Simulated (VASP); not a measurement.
Write the native input for VASP 6.6.1 that does the following.

- Task: single point
- Functional: PBE
- Potentials or basis: VASP PAW PBE potentials, release 64 (Sb, Mn_pv)
- Cutoff: 520 eV
- k mesh: 9 × 9 × 2
- Occupations: fermi-dirac, width 0.05 eV
- Spin: no spin polarisation
- Dipole correction: no
- Further INCAR settings: ALGO = Normal; EDIFF = 1e-06; NBANDS = 24

The structure of MnSb4 lies in POSCAR:

```
MnSb4
1.0
    3.0805000000      0.0000000000      0.0000000000
    0.0000000000      3.0805000000      0.0000000000
    0.0000000000      0.0000000000     14.9942030000
Sb Mn
4 1
Direct
    0.0000000000      0.0000000000      0.8196820000
    0.0000000000      0.0000000000      0.6005510000
    0.0000000000      0.0000000000      0.3994490000
    0.0000000000      0.0000000000      0.1803180000
    0.0000000000      0.0000000000      0.0000000000
```

One way to write it, as run:

INCAR

```
  PREC = Accurate
  ENCUT = 520
  EDIFF = 1E-6
  ISMEAR = -1
  SIGMA = 0.05
  LREAL = False
  LASPH = True
  NELM = 60
  ALGO = Normal
  ISIF = 2
  LWAVE = False
  LCHARG = False
  GGA = PE
  NBANDS = 24
```

KPOINTS

```
Automatic mesh
0
Gamma
  9 9 2
```

Potentials or basis: VASP PAW PBE potentials, release 64 (Sb, Mn_pv).

Command:

```console
$ cat potpaw_PBE.64/Sb/POTCAR potpaw_PBE.64/Mn_pv/POTCAR > POTCAR
$ mpirun -np 1 vasp_std > vasp.out
```

Results of the run:

The pressure is -3.6 GPa and the largest force is 0.542 eV/Å.

It took 2.7 min on 1 thread of AMD EPYC 7R43 64-Core Processor (Zen 3), on a shared host, peak memory 0.25 GiB.
